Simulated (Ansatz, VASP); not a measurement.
## One calculation of ReP2, two programs

```
Re P
1.0
     3.10298    0.00000    0.00000
     0.00000    3.10298    0.00000
     0.00000    0.00000    5.45340
Re P
1 2
Direct
  0.00000 0.00000 0.00000
  0.50000 0.00000 0.30970
  0.00000 0.50000 0.69030
```

Change from the starting cell: ordered vacancies on the cation sites of zinc blende (P-4m2, No. 115).

Alike in both runs: functional PBE; k mesh 6 × 6 × 4; occupations gaussian, width 0.1 eV; no spin polarisation.

Ansatz relaxed the structure, and its values are those at the end. VASP's run is a single point on that final structure, the one shown.

|  | VASP | Ansatz |
| --- | --- | --- |
| version | VASP 6.6.1 | Ansatz 0.2.0 |
| potentials or method | VASP PAW PBE potentials, release 64 (Re, P), cutoff 520 eV | scalar-relativistic, plane waves, PAW |
| valence electrons in the cell | 17 | 25 |

Ansatz gave:

- gap on the k mesh at the Fermi level (eV): none
- pressure (GPa): 0.1
- rms of the force components (eV/Å): 0.004

Q: What did VASP give for the same quantities?

A: gap on the k mesh at the Fermi level (eV): none; pressure (GPa): 0.7; rms of the force components (eV/Å): 0.032.

A gap of «none» marks a metal or a gap that the smearing closes. VASP's potentials hold 17 valence electrons a cell and Ansatz's 25, so a difference there can come from the potentials and not from the codes.

Spin-orbit coupling is off throughout.
